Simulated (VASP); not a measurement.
# CuAs (P6_3/mmc) in VASP: notebook

The runs below take CuAs through single point, with LDA.

Everything below comes from runs of VASP 6.6.1. Logs are shortened: lines on timing, memory, paths and dates and some standing lists are left out, and cuts for length are marked.

## (1) The cell of the first run

It takes space group P6_3/mmc (No. 194, hexagonal). Conventional cell: a = 3.603 Å, b = 3.603 Å, c = 4.599 Å, α = 90.00°, β = 90.00°, γ = 120.00°. Cu (site symmetry -3m) has 2 Cu at 2.30 Å and 6 As at 2.38 Å within 3.0 Å. As (site symmetry -6m2) has 6 Cu at 2.38 Å within 3.1 Å.

## (2) Single point, LDA

INCAR reads:

```
SYSTEM = CuAs
PREC = Accurate ; ENCUT = 520
EDIFF = 1E-6 ; ISMEAR = 0
SIGMA = 0.15 ; LREAL = .FALSE.
LASPH = .TRUE. ; NELM = 100
ALGO = Normal ; ISIF = 2
LWAVE = .FALSE. ; LCHARG = .TRUE.
LELF = .TRUE. ; LVHAR = .TRUE.
NBANDS = 24
```

KPOINTS reads:

```
Automatic mesh
0
G
  12 12 8
  0 0 0
```

POSCAR reads:

```
CuAs
1.0
    3.6033000000      0.0000000000      0.0000000000
   -1.8016500000      3.1205493375      0.0000000000
    0.0000000000      0.0000000000      4.5989000000
Cu As
2 2
Direct
    0.0000000000      0.0000000000      0.5000000000
    0.0000000000      0.0000000000      0.0000000000
    0.6666666667      0.3333333333      0.7500000000
    0.3333333333      0.6666666667      0.2500000000
```

Potentials or basis: VASP PAW LDA potentials, release 64 (Cu, As).

On the command line:

```
> cat potpaw_LDA.64/Cu/POTCAR potpaw_LDA.64/As/POTCAR > POTCAR
> mpirun -np 1 vasp_std > vasp.out
```

OUTCAR:

```text
SYSTEM = CuAs
   PREC = Accurate
   ENCUT = 520
   EDIFF = 1E-6
   ISMEAR = 0
   LREAL = .FALSE.
   LASPH = .TRUE.
   NELM = 100
   ISIF = 2

 ion  position               nearest neighbor table
   1  0.000  0.000  0.500-   2 2.30   2 2.30   4 2.38   3 2.38   3 2.38   4 2.38   3 2.38   4 2.38

   2  0.000  0.000  0.000-   1 2.30   1 2.30   4 2.38   3 2.38   3 2.38   4 2.38   3 2.38   4 2.38

   3  0.667  0.333  0.750-   1 2.38   2 2.38   1 2.38   2 2.38   1 2.38   2 2.38
   4  0.333  0.667  0.250-   1 2.38   2 2.38   1 2.38   2 2.38   1 2.38   2 2.38

  LATTYP: Found a hexagonal cell.
 ALAT       =     3.6033000000
 C/A-ratio  =     1.2763022785

  Lattice vectors:

 A1 = (   3.6033000000,   0.0000000000,   0.0000000000)
 A2 = (  -1.8016500000,   3.1205493375,   0.0000000000)
 A3 = (   0.0000000000,   0.0000000000,   4.5989000000)

Analysis of symmetry for initial positions (statically):
=====================================================================
 Subroutine PRICEL returns:
 Original cell was already a primitive cell.

 Routine SETGRP: Setting up the symmetry group for a
 hexagonal supercell.

 Subroutine GETGRP returns: Found 24 space group operations
 (whereof 12 operations were pure point group operations)
 out of a pool of 24 trial point group operations.

The static configuration has the point symmetry D_3d.
 The point group associated with its full space group is D_6h.

Analysis of symmetry for dynamics (positions and initial velocities):
=====================================================================
 Subroutine PRICEL returns:
 Original cell was already a primitive cell.

 Routine SETGRP: Setting up the symmetry group for a
 hexagonal supercell.

 Subroutine GETGRP returns: Found 24 space group operations
 (whereof 12 operations were pure point group operations)
 out of a pool of 24 trial point group operations.

The dynamic configuration has the point symmetry D_3d.
 The point group associated with its full space group is D_6h.

 Subroutine INISYM returns: Found 24 space group operations
 (whereof 12 operations are pure point group operations),
 and found     1 'primitive' translations

----------------------------------------------------------------------------------------

                                     Primitive cell

  volume of cell :      51.7113

  direct lattice vectors                    reciprocal lattice vectors
     3.603300000  0.000000000  0.000000000     0.277523381  0.160228199  0.000000000
    -1.801650000  3.120549337  0.000000000     0.000000000  0.320456398  0.000000000
     0.000000000  0.000000000  4.598900000     0.000000000  0.000000000  0.217443302

  length of vectors
     3.603300000  3.603300000  4.598900000     0.320456398  0.320456398  0.217443302

  position of ions in fractional coordinates (direct lattice)
     0.000000000  0.000000000  0.500000000
     0.000000000  0.000000000  0.000000000
     0.666666667  0.333333333  0.750000000
     0.333333333  0.666666667  0.250000000

  ion indices of the primitive-cell ions
   primitive index   ion index
                 1           1
                 2           2
                 3           3
                 4           4

----------------------------------------------------------------------------------------

 KPOINTS: Automatic mesh

Automatic generation of k-mesh.
 Grid dimensions read from file:
 generate k-points for:   12   12    8

 Generating k-lattice:

  Cartesian coordinates                     Fractional coordinates (reciprocal lattice)
     0.023126948  0.013352350  0.000000000     0.083333333  0.000000000  0.000000000
     0.000000000  0.026704700  0.000000000     0.000000000  0.083333333  0.000000000
     0.000000000  0.000000000  0.027180413     0.000000000  0.000000000  0.125000000

  Length of vectors
     0.026704700  0.026704700  0.027180413

  Shift w.r.t. Gamma in fractional coordinates (k-lattice)
     0.000000000  0.000000000  0.000000000

 Subroutine IBZKPT returns following result:
 ===========================================

 Found     95 irreducible k-points:

 Following reciprocal coordinates:
            Coordinates               Weight
  0.000000  0.000000  0.000000      1.000000
  0.083333 -0.000000  0.000000      6.000000
  0.166667 -0.000000  0.000000      6.000000
  0.250000 -0.000000  0.000000      6.000000
  0.333333 -0.000000  0.000000      6.000000
  0.416667  0.000000  0.000000      6.000000
[... 16 lines left out ...]
  0.250000 -0.000000  0.125000     12.000000
  0.333333 -0.000000  0.125000     12.000000
 [... further k-points ...]
   k-points           NKPTS =     95   k-points in BZ     NKDIM =     95   number of bands    NBANDS=     24
   number of dos      NEDOS =    301   number of ions     NIONS =      4
   total plane-waves  NPLWV =  28224
   dimension x,y,z NGX =    28 NGY =   28 NGZ =   36
   dimension x,y,z NGXF=    56 NGYF=   56 NGZF=   72
   ions per type =               2   2
   NGX,Y,Z   is equivalent  to a cutoff of  12.92, 12.92, 13.01 a.u.
   NGXF,Y,Z  is equivalent  to a cutoff of  25.84, 25.84, 26.03 a.u.
 SYSTEM =  CuAs
   PREC   = accura    normal or accurate (medium, high low for compatibility)
   ISTART =      0    job   : 0-new  1-cont  2-samecut
   ICHARG =      2    charge: 1-file 2-atom 10-const
   ISPIN  =      1    spin polarized calculation?
   LNONCOLLINEAR =      F non collinear calculations
   LSORBIT =      F    spin-orbit coupling
   LASPH  =      T    aspherical Exc in radial PAW
   ENCUT  =  520.0 eV  38.22 Ry    6.18 a.u.   6.70  6.70  8.55*2*pi/ulx,y,z
   NELM   =    100;   NELMIN=  2; NELMDL= -5     # of ELM steps
   EDIFF  = 0.1E-05   stopping-criterion for ELM
   LREAL  =      F    real-space projection
   EDIFFG = 0.1E-04   stopping-criterion for IOM
   NSW    =      0    number of steps for IOM
   IBRION =     -1    ionic relax: 0-MD 1-quasi-New 2-CG
   NFREE  =      0    steps in history (QN), initial steepest desc. (CG)
   ISIF   =      2    stress and relaxation
   ISYM   =      2    0-nonsym 1-usesym 2-fastsym
   POTIM  = 0.5000    time-step for ionic-motion
   TEBEG  =    0.0;   TEEND  =   0.0 temperature during run
   PSTRESS=    0.0 pullay stress
   NELECT =      32.0000    total number of electrons
   NUPDOWN=      -1.0000    fix difference up-down
   EMIN   =  10.00;   EMAX   =-10.00  energy-range for DOS
   EFERMI =   0.00;   METHOD = LEGACY
   ISMEAR =     0;   SIGMA  =   0.15  broadening in eV -4-tet -1-fermi 0-gaus
   EFERMI_NEDOS =   21; number of points for ismear=-14 and -15
   IALGO  =     38    algorithm
   IMIX   =      4    mixing-type and parameters
     AMIX     =   0.40;   BMIX     =  1.00
     AMIX_MAG =   1.60;   BMIX_MAG =  1.00
  volume/ion in A,a.u.               =      12.93        87.24
  Fermi-wavevector in a.u.,A,eV,Ry     =   1.395071  2.636302 26.479977  1.946223
  Thomas-Fermi vector in A             =   2.518559
   LORBIT       =      0    0 simple, 1 ext, 2 COOP (PROOUT), +10 PAW based schemes
   GGA     = CA    functional components
   LHFCALC =     F    Hartree Fock is set to
   AEXX    =    0.0000 exact exchange contribution
   IVDW    =     0    specifies the selected vdW correction
   LEPSILON=     F    determine dielectric tensor
   LRPA    =     F    only Hartree local field effects (RPA)
 non-spin polarized calculation
 Gauss-broadening in eV      SIGMA  =   0.15
  energy-cutoff  :      520.00
  volume of cell :       51.71
 maximum number of plane-waves:      1412
 NGX is ok and might be reduce to    28
   NGX = 13   NGY = 13   NGZ = 17

 number of electron      31.9999977 magnetization

 Free energy of the ion-electron system (eV)
  ---------------------------------------------------
  ext. energy  EPLUGINS =         0.00000000
  ---------------------------------------------------
  free energy    TOTEN  =       -19.45063797 eV

  energy without entropy =      -19.43380303  energy(sigma->0) =      -19.44222050

 E-fermi :   9.4363     XC(G=0): -12.5059

 val. band max:        9.4220872030   @ k =   0.5000  -0.0000   0.3750
 cond. band min:       9.4507522310   @ k =   0.4167   0.0833   0.0000
 fundamental gap:      0.0286650280
 Fermi energy:         9.4362908227

 k-point     1 :       0.0000    0.0000    0.0000
  band No.  band energies     occupation
      1      -6.1802      2.00000
      2      -1.0752      2.00000
      3       1.5958      2.00000
      4       3.0276      2.00000
      5       3.0276      2.00000
      6       3.4051      2.00000
[... 16 lines left out ...]
     23      18.8882      0.00000
     24      18.8882      0.00000

 k-point     2 :       0.0833   -0.0000    0.0000
  band No.  band energies     occupation
      1      -6.0816      2.00000
      2      -1.1066      2.00000
      3       1.7025      2.00000
      4       3.0491      2.00000
      5       3.0912      2.00000
      6       3.3867      2.00000
[... 16 lines left out ...]
     23      17.9045      0.00000
     24      18.1549      0.00000

 k-point     3 :       0.1667   -0.0000    0.0000
  band No.  band energies     occupation
      1      -5.7893      2.00000
      2      -1.2069      2.00000
      3       2.0175      2.00000
      4       3.1060      2.00000
      5       3.2120      2.00000
      6       3.3448      2.00000
[... 16 lines left out ...]
     23      16.9821      0.00000
     24      17.1463      0.00000

 k-point     4 :       0.2500   -0.0000    0.0000
  band No.  band energies     occupation
      1      -5.3139      2.00000
      2      -1.3985      2.00000
      3       2.5204      2.00000
      4       2.8675      2.00000
      5       3.1745      2.00000
      6       3.4957      2.00000
[... 16 lines left out ...]
     23      17.2373      0.00000
     24      17.8310      0.00000

 k-point     5 :       0.3333   -0.0000    0.0000
  band No.  band energies     occupation
      1      -4.6793      2.00000
      2      -1.7293      2.00000
      3       2.1508      2.00000
      4       3.1507      2.00000
      5       3.2219      2.00000
      6       3.5225      2.00000
[... 451 lines left out ...]
 k-point    22 :       0.1667   -0.0000    0.1250
  band No.  band energies     occupation
      1      -5.6880      2.00000
      2      -1.6175      2.00000
      3       2.2335      2.00000
      4       3.1589      2.00000
      5       3.3663      2.00000
      6       3.5282      2.00000
[... 16 lines left out ...]
     23      17.3225      0.00000
     24      17.8039      0.00000

 k-point    23 :       0.2500   -0.0000    0.1250
  band No.  band energies     occupation
      1      -5.2167      2.00000
      2      -1.6601      2.00000
      3       2.3134      2.00000
      4       3.0636      2.00000
      5       3.2229      2.00000
      6       3.7129      2.00000
[... 16 lines left out ...]
     23      17.8034      0.00000
     24      18.2113      0.00000

 k-point    24 :       0.3333   -0.0000    0.1250
  band No.  band energies     occupation
      1      -4.5896      2.00000
      2      -1.8498      2.00000
      3       2.0118      2.00000
      4       2.9533      2.00000
      5       3.2660      2.00000
      6       3.6464      2.00000
[... 16 lines left out ...]
     23      18.7371      0.00000
     24      19.4275      0.00000

 [... further k-points ...]
[... 5 lines left out ...]
  --------------------------------------------------------------------------------------
  -------------------------------------------------------------------------------------
  Total        8.9542473      8.9542473      9.6357316      0.0000000      0.0000000      0.0000000
  in kB      277.4305130    277.4305130    298.5450238      0.0000000      0.0000000      0.0000000
  external PRESSURE =     284.4686833 kB  Pullay stress =       0.0000000 kB

 VOLUME and BASIS-vectors are now :
 -----------------------------------------------------------------------------
  energy-cutoff  :      520.00
  volume of cell :       51.71
      direct lattice vectors                 reciprocal lattice vectors
     3.603300000  0.000000000  0.000000000     0.277523381  0.160228199  0.000000000
    -1.801650000  3.120549337  0.000000000     0.000000000  0.320456398  0.000000000
     0.000000000  0.000000000  4.598900000     0.000000000  0.000000000  0.217443302

 POSITION                                       TOTAL-FORCE (eV/Angst)
 -----------------------------------------------------------------------------------
      0.00000      0.00000      2.29945        -0.000000      0.000000      0.000000
      0.00000      0.00000      0.00000        -0.000000      0.000000      0.000000
      1.80165      1.04018      3.44918        -0.000000      0.000000     -0.000000
     -0.00000      2.08037      1.14973         0.000000     -0.000000      0.000000
 -----------------------------------------------------------------------------------
    total drift:                               -0.000000      0.000000      0.000000

  FREE ENERGIE OF THE ION-ELECTRON SYSTEM (eV)
  ---------------------------------------------------
  free  energy   TOTEN  =       -19.4506379743 eV

  energy  without entropy=      -19.4338030284  energy(sigma->0) =      -19.44222050
```

Wall time 76 s (1 thread of AMD EPYC 9R45 (Zen 5), shared host); peak memory 0.19 GiB.

Results:

```yaml
Free_energy: -19.4506 eV
Pressure: 28.4 GPa
Band_gap_on_the_k_mesh: zero (band 16 reaches 10.83 eV, above the bottom of band 17 at 8.45 eV)
```

## (3) Single point, LDA

This run uses another cell than the first one, of 13.00 Å³/atom, 1.005 times its volume.

INCAR reads:

```
ALGO = Normal
EDIFF = 1E-7
ENCUT = 520
ISIF = 2
ISMEAR = 0
LASPH = True
LCHARG = False
LREAL = False
LWAVE = False
NBANDS = 24
NELM = 100
PREC = Accurate
SIGMA = 0.15
```

KPOINTS reads:

```
k-points
0
Gamma
  12 12 8
```

POSCAR reads:

```
CuAs
1.0
    3.5151000000      0.0000000000      0.0000000000
   -1.7575500000      3.0441658968      0.0000000000
    0.0000000000      0.0000000000      4.8580437534
Cu As
2 2
Direct
    0.0000000000      0.0000000000      0.5000000000
    0.0000000000      0.0000000000      0.0000000000
    0.6666666667      0.3333333333      0.7500000000
    0.3333333333      0.6666666667      0.2500000000
```

Potentials or basis: VASP PAW LDA potentials, release 64 (Cu, As).

On the command line:

```
> cat potpaw_LDA.64/Cu/POTCAR potpaw_LDA.64/As/POTCAR > POTCAR
> mpirun -np 1 vasp_std > vasp.out
```

OUTCAR:

```text
EDIFF = 1E-7
   ENCUT = 520
   ISIF = 2
   ISMEAR = 0
   LASPH = True
   LREAL = False
   NELM = 100
   PREC = Accurate

 ion  position               nearest neighbor table
   1  0.000  0.000  0.500-   3 2.37   4 2.37   4 2.37   3 2.37   3 2.37   4 2.37   2 2.43   2 2.43

   2  0.000  0.000  0.000-   3 2.37   4 2.37   4 2.37   3 2.37   3 2.37   4 2.37   1 2.43   1 2.43

   3  0.667  0.333  0.750-   1 2.37   2 2.37   1 2.37   2 2.37   1 2.37   2 2.37
   4  0.333  0.667  0.250-   1 2.37   2 2.37   1 2.37   2 2.37   1 2.37   2 2.37

  LATTYP: Found a hexagonal cell.
 ALAT       =     3.5151000000
 C/A-ratio  =     1.3820499426

  Lattice vectors:

 A1 = (   3.5151000000,   0.0000000000,   0.0000000000)
 A2 = (  -1.7575500000,   3.0441658968,   0.0000000000)
 A3 = (   0.0000000000,   0.0000000000,   4.8580437534)

Analysis of symmetry for initial positions (statically):
=====================================================================
 Subroutine PRICEL returns:
 Original cell was already a primitive cell.

 Routine SETGRP: Setting up the symmetry group for a
[... 169 lines left out ...]
  ext. energy  EPLUGINS =         0.00000000
  ---------------------------------------------------
  free energy    TOTEN  =       -19.41770171 eV

  energy without entropy =      -19.39991734  energy(sigma->0) =      -19.40880953

 E-fermi :   9.3313     XC(G=0): -12.4833

 val. band max:        9.3257351546   @ k =   0.1667   0.0000   0.3750
 cond. band min:       9.3354945378   @ k =   0.4167   0.1667   0.2500
 fundamental gap:      0.0097593832
 Fermi energy:         9.3312720424

 k-point     1 :       0.0000    0.0000    0.0000
  band No.  band energies     occupation
      1      -6.2005      2.00000
      2      -1.7091      2.00000
      3       1.1939      2.00000
      4       3.1608      2.00000
      5       3.1608      2.00000
      6       3.6227      2.00000
[... 637 lines left out ...]
     23      19.5136      0.00000
     24      20.1185      0.00000

 [... further k-points ...]
[... 5 lines left out ...]
  --------------------------------------------------------------------------------------
  -------------------------------------------------------------------------------------
  Total        9.9663994      9.9663994      6.7073105      0.0000000      0.0000000      0.0000000
  in kB      307.1718740    307.1718740    206.7243190      0.0000000      0.0000000      0.0000000
  external PRESSURE =     273.6893557 kB  Pullay stress =       0.0000000 kB

 VOLUME and BASIS-vectors are now :
 -----------------------------------------------------------------------------
  energy-cutoff  :      520.00
  volume of cell :       51.98
      direct lattice vectors                 reciprocal lattice vectors
     3.515100000  0.000000000  0.000000000     0.284486928  0.164248604  0.000000000
    -1.757550000  3.044165897  0.000000000     0.000000000  0.328497209  0.000000000
     0.000000000  0.000000000  4.858043753     0.000000000  0.000000000  0.205844173

 POSITION                                       TOTAL-FORCE (eV/Angst)
 -----------------------------------------------------------------------------------
      0.00000      0.00000      2.42902         0.000000      0.000000     -0.000000
      0.00000      0.00000      0.00000         0.000000      0.000000     -0.000000
      1.75755      1.01472      3.64353         0.000000      0.000000     -0.000000
     -0.00000      2.02944      1.21451        -0.000000      0.000000      0.000000
 -----------------------------------------------------------------------------------
    total drift:                               -0.000000      0.000000      0.000000

  FREE ENERGIE OF THE ION-ELECTRON SYSTEM (eV)
  ---------------------------------------------------
  free  energy   TOTEN  =       -19.4177017137 eV

  energy  without entropy=      -19.3999173423  energy(sigma->0) =      -19.40880953
```

OSZICAR:

```text
N       E                     dE             d eps       ncg     rms          rms(c)
DAV:   1     0.217124643184E+03    0.21712E+03   -0.14183E+04  4720   0.188E+03
DAV:   2    -0.454913340283E+01   -0.22167E+03   -0.20797E+03  4600   0.336E+02
DAV:   3    -0.222734378192E+02   -0.17724E+02   -0.16700E+02  6072   0.113E+02
DAV:   4    -0.227651133204E+02   -0.49168E+00   -0.49093E+00  5488   0.183E+01
DAV:   5    -0.227721351057E+02   -0.70218E-02   -0.70200E-02  6208   0.193E+00    0.163E+01
DAV:   6    -0.229123284745E+02   -0.14019E+00   -0.37985E+01  5352   0.189E+02    0.115E+01
DAV:   7    -0.194576995437E+02    0.34546E+01   -0.11022E+01  5384   0.101E+02    0.257E+00
DAV:   8    -0.194890215483E+02   -0.31322E-01   -0.11612E+00  7248   0.232E+01    0.219E+00
DAV:   9    -0.194174948221E+02    0.71527E-01   -0.25514E-01  6264   0.146E+01    0.171E-01
DAV:  10    -0.194180947009E+02   -0.59988E-03   -0.13143E-02  6960   0.124E+00    0.161E-01
DAV:  11    -0.194177757968E+02    0.31890E-03   -0.14751E-03  5984   0.133E+00    0.559E-02
DAV:  12    -0.194177149788E+02    0.60818E-04   -0.28272E-04  7216   0.380E-01    0.215E-02
DAV:  13    -0.194177022615E+02    0.12717E-04   -0.24798E-05  7360   0.102E-01    0.656E-03
DAV:  14    -0.194177016718E+02    0.58977E-06   -0.75538E-06  7416   0.484E-02    0.138E-03
DAV:  15    -0.194177017137E+02   -0.41938E-07   -0.40208E-07  4632   0.439E-03
   1 F= -.19417702E+02 E0= -.19408810E+02  d E =-.177844E-01
```

Run time: 88 s. Hardware: 1 thread of AMD EPYC 9R45 (Zen 5), shared host; peak memory 0.2 GiB.

Results:

```
Free energy            : -19.4177 eV
Pressure               : 27.4 GPa
Band gap on the k mesh : zero (band 16 reaches 11.20 eV, above the bottom of band 17 at 8.30 eV)
```

Stress tensor (GPa, compression positive):
```
30.72  0.00  0.00
 0.00 30.72  0.00
 0.00  0.00 20.67
```

Levels at points of the mesh, in eV from the Fermi level:
```csv
k point,band 12,band 13,band 14,band 15,band 16,band 17,band 18,band 19,band 20,band 21
"(0.00, 0.00, 0.00)",-3.82,-2.25,-0.01,-0.01,1.87,1.87,2.98,3.19,5.86,6.69
"(0.50, 0.00, 0.00)",-3.94,-3.82,-3.78,-3.64,-2.23,-0.19,3.02,3.43,5.16,5.65
"(0.00, 0.00, 0.50)",-4.52,-1.29,-1.29,1.38,1.38,1.38,1.38,5.31,5.31,6.31
"(0.50, 0.00, 0.50)",-4.26,-4.06,-4.06,-0.84,-0.84,0.74,0.74,4.69,4.69,6.99
```

(Part 1 of 2 ends here.)
